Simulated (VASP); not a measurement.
# Ge (I4_1/amd) in VASP: notebook

Ge is run at these levels: PBE; tasks: electric field gradients.

All numbers are computed with VASP 6.6.1; they aren't measurements. Logs are shortened: lines on timing, memory, paths and dates and some standing lists are left out, and cuts for length are marked.

### 1 The cell of the first run

The structure is tetragonal, space group I4_1/amd (No. 141). The conventional cell has a = 3.880 Å, b = 3.880 Å, c = 5.658 Å, α = 90.00°, β = 90.00°, γ = 90.00°. Within 3.2 Å of Ge (site symmetry -4m2) lie 4 Ge at 2.40 Å.

### 2 Electric field gradients, PBE (equal xx and yy strain of -3 %)

INCAR

```
SYSTEM = Ge
PREC = Accurate
ENCUT = 520
EDIFF = 1E-8
ISMEAR = -1
SIGMA = 0.05
LREAL = .FALSE.
LASPH = .TRUE.
NELM = 100
ALGO = Normal
ISIF = 2
LWAVE = .FALSE.
LCHARG = .FALSE.
GGA = PE
LEFG = .TRUE.
NBANDS = 21
```

KPOINTS

```
regular mesh
0
G
  10 10 10
  0 0 0
```

POSCAR

```
Ge
1.0
    0.0000000000      2.7439069000      2.8287700000
    2.7439069000      0.0000000000      2.8287700000
    2.7439069000      2.7439069000      0.0000000000
Ge
2
Direct
    0.5000000000      0.5000000000      0.5000000000
    0.7500000000      0.7500000000      0.7500000000
```

Potentials or basis: VASP PAW PBE potentials, release 64 (Ge_d).

The run is started by

```bash
$ cat potpaw_PBE.64/Ge_d/POTCAR > POTCAR
$ mpirun -np 1 vasp_std > vasp.out
```

OUTCAR:

```text
SYSTEM = Ge
   PREC = Accurate
   ENCUT = 520
   EDIFF = 1E-8
   ISMEAR = -1
   LREAL = .FALSE.
   LASPH = .TRUE.
   NELM = 100
   ISIF = 2
   GGA = PE

 ion  position               nearest neighbor table
   1  0.500  0.500  0.500-   2 2.40   2 2.40   2 2.40   2 2.40
   2  0.750  0.750  0.750-   1 2.40   1 2.40   1 2.40   1 2.40

  LATTYP: Found a body centered tetragonal cell.
 ALAT       =     3.8804703519
 C/A-ratio  =     1.4579521262

  Lattice vectors:

 A1 = (  -2.7439069000,   0.0000000000,   2.8287700000)
 A2 = (   2.7439069000,   0.0000000000,   2.8287700000)
 A3 = (   0.0000000000,   2.7439069000,  -2.8287700000)

Analysis of symmetry for initial positions (statically):
=====================================================================
 Subroutine PRICEL returns:
 Original cell was already a primitive cell.

 Routine SETGRP: Setting up the symmetry group for a
 body centered tetragonal supercell.

 Subroutine GETGRP returns: Found 16 space group operations
 (whereof  8 operations were pure point group operations)
 out of a pool of 16 trial point group operations.

The static configuration has the point symmetry D_2d.
 The point group associated with its full space group is D_4h.

Analysis of symmetry for dynamics (positions and initial velocities):
=====================================================================
 Subroutine PRICEL returns:
 Original cell was already a primitive cell.

 Routine SETGRP: Setting up the symmetry group for a
 body centered tetragonal supercell.

 Subroutine GETGRP returns: Found 16 space group operations
 (whereof  8 operations were pure point group operations)
 out of a pool of 16 trial point group operations.

The dynamic configuration has the point symmetry D_2d.
 The point group associated with its full space group is D_4h.

 Subroutine INISYM returns: Found 16 space group operations
 (whereof  8 operations are pure point group operations),
 and found     1 'primitive' translations

----------------------------------------------------------------------------------------

                                     Primitive cell

  volume of cell :      42.5958

  direct lattice vectors                    reciprocal lattice vectors
     0.000000000  2.743906900  2.828770000    -0.182221926  0.182221926  0.176755268
     2.743906900  0.000000000  2.828770000     0.182221926 -0.182221926  0.176755268
     2.743906900  2.743906900  0.000000000     0.182221926  0.182221926 -0.176755268

  length of vectors
     3.940934507  3.940934507  3.880470352     0.312493337  0.312493337  0.312493337

  position of ions in fractional coordinates (direct lattice)
     0.500000000  0.500000000  0.500000000
     0.750000000  0.750000000  0.750000000

  ion indices of the primitive-cell ions
   primitive index   ion index
                 1           1
                 2           2

----------------------------------------------------------------------------------------

 KPOINTS: regular mesh

Automatic generation of k-mesh.
 Grid dimensions read from file:
 generate k-points for:   10   10   10

 Generating k-lattice:

  Cartesian coordinates                     Fractional coordinates (reciprocal lattice)
    -0.018222193  0.018222193  0.017675527     0.100000000 -0.000000000  0.000000000
     0.018222193 -0.018222193  0.017675527    -0.000000000  0.100000000  0.000000000
     0.018222193  0.018222193 -0.017675527     0.000000000  0.000000000  0.100000000

  Length of vectors
     0.031249334  0.031249334  0.031249334

  Shift w.r.t. Gamma in fractional coordinates (k-lattice)
     0.000000000  0.000000000  0.000000000

 Subroutine IBZKPT returns following result:
 ===========================================

 Found    102 irreducible k-points:

 Following reciprocal coordinates:
            Coordinates               Weight
  0.000000  0.000000  0.000000      1.000000
  0.100000 -0.000000  0.000000      8.000000
  0.200000 -0.000000  0.000000      8.000000
  0.300000 -0.000000  0.000000      8.000000
  0.400000  0.000000  0.000000      8.000000
  0.500000 -0.000000  0.000000      4.000000
[... 16 lines left out ...]
  0.300000  0.300000  0.000000      2.000000
  0.400000  0.300000  0.000000      8.000000
 [... further k-points ...]
   k-points           NKPTS =    102   k-points in BZ     NKDIM =    102   number of bands    NBANDS=     21
   number of dos      NEDOS =    301   number of ions     NIONS =      2
   total plane-waves  NPLWV =  27000
   dimension x,y,z NGX =    30 NGY =   30 NGZ =   30
   dimension x,y,z NGXF=    60 NGYF=   60 NGZF=   60
   ions per type =               2
   NGX,Y,Z   is equivalent  to a cutoff of  12.66, 12.66, 12.85 a.u.
   NGXF,Y,Z  is equivalent  to a cutoff of  25.31, 25.31, 25.71 a.u.
 SYSTEM =  Ge
   PREC   = accura    normal or accurate (medium, high low for compatibility)
   ISTART =      0    job   : 0-new  1-cont  2-samecut
   ICHARG =      2    charge: 1-file 2-atom 10-const
   ISPIN  =      1    spin polarized calculation?
   LNONCOLLINEAR =      F non collinear calculations
   LSORBIT =      F    spin-orbit coupling
   LASPH  =      T    aspherical Exc in radial PAW
   ENCUT  =  520.0 eV  38.22 Ry    6.18 a.u.   7.33  7.33  7.22*2*pi/ulx,y,z
   NELM   =    100;   NELMIN=  2; NELMDL= -5     # of ELM steps
   EDIFF  = 0.1E-07   stopping-criterion for ELM
   LREAL  =      F    real-space projection
   EDIFFG = 0.1E-06   stopping-criterion for IOM
   NSW    =      0    number of steps for IOM
   IBRION =     -1    ionic relax: 0-MD 1-quasi-New 2-CG
   NFREE  =      0    steps in history (QN), initial steepest desc. (CG)
   ISIF   =      2    stress and relaxation
   ISYM   =      2    0-nonsym 1-usesym 2-fastsym
   POTIM  = 0.5000    time-step for ionic-motion
   TEBEG  =    0.0;   TEEND  =   0.0 temperature during run
   PSTRESS=    0.0 pullay stress
   NELECT =      28.0000    total number of electrons
   NUPDOWN=      -1.0000    fix difference up-down
   EMIN   =  10.00;   EMAX   =-10.00  energy-range for DOS
   EFERMI =   0.00;   METHOD = LEGACY
   ISMEAR =    -1;   SIGMA  =   0.05  broadening in eV -4-tet -1-fermi 0-gaus
   EFERMI_NEDOS =   21; number of points for ismear=-14 and -15
   IALGO  =     38    algorithm
   IMIX   =      4    mixing-type and parameters
     AMIX     =   0.40;   BMIX     =  1.00
     AMIX_MAG =   1.60;   BMIX_MAG =  1.00
  volume/ion in A,a.u.               =      21.30       143.73
  Fermi-wavevector in a.u.,A,eV,Ry     =   1.423439  2.689909 27.567815  2.026177
  Thomas-Fermi vector in A             =   2.544036
   LORBIT       =      0    0 simple, 1 ext, 2 COOP (PROOUT), +10 PAW based schemes
   GGA     = PE    functional components
   LHFCALC =     F    Hartree Fock is set to
   AEXX    =    0.0000 exact exchange contribution
   IVDW    =     0    specifies the selected vdW correction
   LEPSILON=     F    determine dielectric tensor
   LRPA    =     F    only Hartree local field effects (RPA)
 non-spin polarized calculation
  energy-cutoff  :      520.00
  volume of cell :       42.60
 maximum number of plane-waves:      1179
 NGX is ok and might be reduce to    30
   NGX = 15   NGY = 15   NGZ = 15

 number of electron      27.9999985 magnetization

 Free energy of the ion-electron system (eV)
  ---------------------------------------------------
  ext. energy  EPLUGINS =         0.00000000
  ---------------------------------------------------
  free energy    TOTEN  =        -8.89796135 eV

  energy without entropy =       -8.89774915  energy(sigma->0) =       -8.89785525

 E-fermi :   5.7941     XC(G=0): -10.2191

 val. band max:        5.6942802965   @ k =   0.0000   0.0000   0.0000
 cond. band min:       5.9664930001   @ k =   0.5000  -0.0000   0.0000
 fundamental gap:      0.2722127036
 Fermi energy:         5.7940675764

 k-point     1 :       0.0000    0.0000    0.0000
  band No.  band energies     occupation
      1     -19.3071      2.00000
      2     -19.3070      2.00000
      3     -19.2979      2.00000
      4     -19.2651      2.00000
      5     -19.2607      2.00000
      6     -19.0269      2.00000
[... 13 lines left out ...]
     20      14.9068      0.00000
     21      15.5813      0.00000
[... 529 lines left out ...]
 k-point    24 :       0.4000    0.3000    0.0000
  band No.  band energies     occupation
      1     -19.3475      2.00000
      2     -19.3420      2.00000
      3     -19.2930      2.00000
      4     -19.1881      2.00000
      5     -19.1750      2.00000
      6     -19.1289      2.00000
[... 13 lines left out ...]
     20      17.4976      0.00000
     21      17.7620      0.00000

 [... further k-points ...]

------------------------ aborting loop because EDIFF is reached ----------------------------------------

  FORCE on cell =-STRESS in cart. coord.  units (eV):
  Direction    XX          YY          ZZ          XY          YZ          ZX
  --------------------------------------------------------------------------------------
  -------------------------------------------------------------------------------------
  Total        2.5713821      2.5713821      1.9346964      0.0000000      0.0000000      0.0000000
  in kB       96.7187824     96.7187824     72.7707788      0.0000000      0.0000000      0.0000000
  external PRESSURE =      88.7361145 kB  Pullay stress =       0.0000000 kB

 VOLUME and BASIS-vectors are now :
 -----------------------------------------------------------------------------
  energy-cutoff  :      520.00
  volume of cell :       42.60
      direct lattice vectors                 reciprocal lattice vectors
     0.000000000  2.743906900  2.828770000    -0.182221926  0.182221926  0.176755268
     2.743906900  0.000000000  2.828770000     0.182221926 -0.182221926  0.176755268
     2.743906900  2.743906900  0.000000000     0.182221926  0.182221926 -0.176755268

 POSITION                                       TOTAL-FORCE (eV/Angst)
 -----------------------------------------------------------------------------------
      2.74391      2.74391      2.82877        -0.000000     -0.000000      0.000000
      4.11586      4.11586      4.24315         0.000000      0.000000     -0.000000
 -----------------------------------------------------------------------------------
    total drift:                                0.000000     -0.000000     -0.000000

  FREE ENERGIE OF THE ION-ELECTRON SYSTEM (eV)
  ---------------------------------------------------
  free  energy   TOTEN  =        -8.8979613530 eV

  energy  without entropy=       -8.8977491502  energy(sigma->0) =       -8.89785525

 Electric field gradients (V/A^2)
---------------------------------------------------------------------
 ion       V_xx      V_yy      V_zz      V_xy      V_xz      V_yz
---------------------------------------------------------------------
   1      -0.021    -0.021     0.042    -0.001     0.001     0.001
   2      -0.021    -0.021     0.042    -0.001     0.001     0.001
---------------------------------------------------------------------

 Electric field gradients after diagonalization (V/A^2)
 (convention: |V_zz| > |V_xx| > |V_yy|)
----------------------------------------------------------------------
 ion       V_xx      V_yy      V_zz     asymmetry (V_yy - V_xx)/ V_zz
----------------------------------------------------------------------
   1      -0.022    -0.020     0.042       0.056
   2      -0.022    -0.020     0.042       0.056
----------------------------------------------------------------------

           NMR quadrupolar parameters

 Cq : quadrupolar parameter    Cq=e*Q*V_zz/h
 eta: asymmetry parameters     (V_yy - V_xx)/ V_zz
 Q  : nuclear electric quadrupole moment in mb (millibarn)
----------------------------------------------------------------------
 ion       Cq(MHz)       eta       Q (mb)
----------------------------------------------------------------------
   1       0.000       0.056       1.000
   2       0.000       0.056       1.000
----------------------------------------------------------------------
```

It took 41 s on 1 thread of Intel Xeon 6975P-C (Granite Rapids), shared host; peak memory 0.21 GiB.

Results:

```yaml
Free_energy: -8.8980 eV
Pressure: 8.9 GPa
Band_gap_on_the_k_mesh: 0.27 eV (least direct gap 0.51 eV)
Largest_electric_field_gradient_by_atom: zero within the noise of the run
```

Caveat: the cell differs from its parent crystal (equal xx and yy strain of -3 %); the cell stands under pressure. A k mesh can miss the band edges.

### 3 Electric field gradients, PBE (zz strain of -1 %)

INCAR

```
  ALGO = Normal
  EDIFF = 1E-8
  ENCUT = 520
  GGA = PE
  ISIF = 2
  ISMEAR = -1
  LASPH = T
  LCHARG = F
  LEFG = T
  LREAL = F
  LWAVE = F
  NBANDS = 21
  NELM = 100
  PREC = Accurate
  SIGMA = 0.05
```

KPOINTS

```
k-points
0
Gamma
  10 10 10
```

POSCAR

```
Ge
1.0
    0.0000000000      2.8287700000      2.8004823000
    2.8287700000      0.0000000000      2.8004823000
    2.8287700000      2.8287700000      0.0000000000
Ge
2
Direct
    0.5000000000      0.5000000000      0.5000000000
    0.7500000000      0.7500000000      0.7500000000
```

Potentials or basis: VASP PAW PBE potentials, release 64 (Ge_d).

The run is started by

```bash
$ cat potpaw_PBE.64/Ge_d/POTCAR > POTCAR
$ mpirun -np 1 vasp_std > vasp.out
```

OUTCAR:

```text
EDIFF = 1E-8
   ENCUT = 520
   GGA = PE
   ISIF = 2
   ISMEAR = -1
   LASPH = T
   LREAL = F
   NELM = 100
   PREC = Accurate

 ion  position               nearest neighbor table
   1  0.500  0.500  0.500-   2 2.44   2 2.44   2 2.44   2 2.44
   2  0.750  0.750  0.750-   1 2.44   1 2.44   1 2.44   1 2.44

  LATTYP: Found a body centered tetragonal cell.
 ALAT       =     4.0004848988
 C/A-ratio  =     1.4000714267

  Lattice vectors:

 A1 = (   0.0000000000,  -2.8287700000,  -2.8004823000)
 A2 = (   0.0000000000,   2.8287700000,  -2.8004823000)
 A3 = (   2.8287700000,   0.0000000000,   2.8004823000)

Analysis of symmetry for initial positions (statically):
=====================================================================
 Subroutine PRICEL returns:
 Original cell was already a primitive cell.

 Routine SETGRP: Setting up the symmetry group for a
 body centered tetragonal supercell.

[... 766 lines left out ...]
  volume of cell :       44.82
      direct lattice vectors                 reciprocal lattice vectors
     0.000000000  2.828770000  2.800482300    -0.176755268  0.176755268  0.178540675
     2.828770000  0.000000000  2.800482300     0.176755268 -0.176755268  0.178540675
     2.828770000  2.828770000  0.000000000     0.176755268  0.176755268 -0.178540675

 POSITION                                       TOTAL-FORCE (eV/Angst)
 -----------------------------------------------------------------------------------
      2.82877      2.82877      2.80048         0.000000      0.000000     -0.000000
      4.24315      4.24315      4.20072         0.000000      0.000000      0.000000
 -----------------------------------------------------------------------------------
    total drift:                                0.000000     -0.000000     -0.000000

  FREE ENERGIE OF THE ION-ELECTRON SYSTEM (eV)
  ---------------------------------------------------
  free  energy   TOTEN  =        -8.9946639113 eV

  energy  without entropy=       -8.9942799340  energy(sigma->0) =       -8.99447192

 Electric field gradients (V/A^2)
---------------------------------------------------------------------
 ion       V_xx      V_yy      V_zz      V_xy      V_xz      V_yz
---------------------------------------------------------------------
   1      -0.189    -0.189     0.378     0.003     0.003     0.003
   2      -0.189    -0.189     0.378     0.003     0.003     0.003
---------------------------------------------------------------------

 Electric field gradients after diagonalization (V/A^2)
 (convention: |V_zz| > |V_xx| > |V_yy|)
----------------------------------------------------------------------
 ion       V_xx      V_yy      V_zz     asymmetry (V_yy - V_xx)/ V_zz
----------------------------------------------------------------------
   1      -0.191    -0.186     0.378       0.014
   2      -0.191    -0.186     0.378       0.014
----------------------------------------------------------------------

           NMR quadrupolar parameters

 Cq : quadrupolar parameter    Cq=e*Q*V_zz/h
 eta: asymmetry parameters     (V_yy - V_xx)/ V_zz
 Q  : nuclear electric quadrupole moment in mb (millibarn)
----------------------------------------------------------------------
 ion       Cq(MHz)       eta       Q (mb)
----------------------------------------------------------------------
   1       0.001       0.014       1.000
   2       0.001       0.014       1.000
----------------------------------------------------------------------
```

OSZICAR:

```text
N       E                     dE             d eps       ncg     rms          rms(c)
DAV:   1     0.191364264310E+03    0.19136E+03   -0.14630E+04  4840   0.369E+03
DAV:   2     0.183749758709E+02   -0.17299E+03   -0.16770E+03  4304   0.615E+02
DAV:   3    -0.820653609818E+01   -0.26582E+02   -0.26413E+02  4929   0.142E+02
DAV:   4    -0.907151458246E+01   -0.86498E+00   -0.86456E+00  4839   0.303E+01
DAV:   5    -0.908544176742E+01   -0.13927E-01   -0.13927E-01  4894   0.423E+00    0.325E+00
DAV:   6    -0.902452074052E+01    0.60921E-01   -0.22257E-02  4957   0.142E+00    0.192E+00
DAV:   7    -0.899276417685E+01    0.31757E-01   -0.49156E-02  4935   0.194E+00    0.147E-01
DAV:   8    -0.899444801177E+01   -0.16838E-02   -0.57280E-03  4794   0.881E-01    0.433E-02
DAV:   9    -0.899465035723E+01   -0.20235E-03   -0.24576E-04  4804   0.167E-01    0.139E-02
DAV:  10    -0.899466190289E+01   -0.11546E-04   -0.25943E-05  5084   0.602E-02    0.626E-03
DAV:  11    -0.899466383247E+01   -0.19296E-05   -0.46768E-06  4722   0.280E-02    0.192E-03
DAV:  12    -0.899466395608E+01   -0.12361E-06   -0.21726E-07  4822   0.439E-03    0.534E-04
DAV:  13    -0.899466393960E+01    0.16479E-07   -0.14414E-08  3998   0.196E-03    0.178E-04
DAV:  14    -0.899466390992E+01    0.29680E-07   -0.23072E-09  2802   0.455E-04    0.240E-05
DAV:  15    -0.899466391133E+01   -0.14079E-08   -0.27243E-10  2427   0.179E-04
   1 F= -.89946639E+01 E0= -.89944719E+01  d E =-.383977E-03
```

stdout:

```text
POSCAR found type information on POSCAR Ge
 POSCAR found :  1 types and       2 ions
 scaLAPACK will be used
 LDA part: xc-table for (Slater+PW92), standard interpolation
 POSCAR, INCAR and KPOINTS ok, starting setup
 FFT: planning ... GRIDC
 FFT: planning ... GRID_SOFT
 FFT: planning ... GRID
 WAVECAR not read
 entering main loop
ion   1

ion   2
```

Run time: 42 s. Hardware: 1 thread of Intel Xeon 6975P-C (Granite Rapids), shared host; peak memory 0.21 GiB.

What came out:

```yaml
Free_energy: -8.9947 eV
Pressure: 4.4 GPa
Band_gap_on_the_k_mesh: 0.08 eV
Largest_electric_field_gradient_by_atom: Ge +0.4 V/Å²
```

Stress tensor (GPa, compression positive):
```
4.13 0.00 0.00
0.00 4.13 0.00
0.00 0.00 4.83
```

Levels at points of the mesh, in eV from the valence-band top:
| k point | band 10 | band 11 | band 12 | band 13 | band 14 | band 15 | band 16 | band 17 | band 18 | band 19 |
| --- | --- | --- | --- | --- | --- | --- | --- | --- | --- | --- |
| (0.00, 0.00, 0.00) | -24.61 | -12.90 | -0.08 | -0.08 | 0.00 | 0.08 | 2.47 | 2.52 | 2.52 | 6.40 |
| (0.50, 0.00, 0.00) | -24.59 | -10.79 | -7.70 | -1.52 | -1.43 | 0.16 | 3.67 | 3.74 | 7.09 | 10.57 |
| (0.50, 0.50, 0.00) | -24.57 | -8.94 | -8.94 | -3.21 | -3.21 | 0.64 | 0.64 | 9.56 | 9.56 | 11.69 |
| (0.50, 0.00, 0.50) | -24.57 | -8.99 | -8.99 | -3.14 | -3.14 | 0.72 | 0.72 | 9.54 | 9.54 | 11.64 |

Electric field gradients, principal values (V/Å²):
```
atom   least  middle  greatest (by size)
1 Ge  -0.186  -0.191               0.378
2 Ge  -0.186  -0.191               0.378
```

Caveat: the cell differs from its parent crystal (zz strain of -1 %); the cell stands under pressure; without QUAD_EFG the Cq values of the log hold for a quadrupole moment of 1 mb, not for the nuclei. A k mesh can miss the band edges.
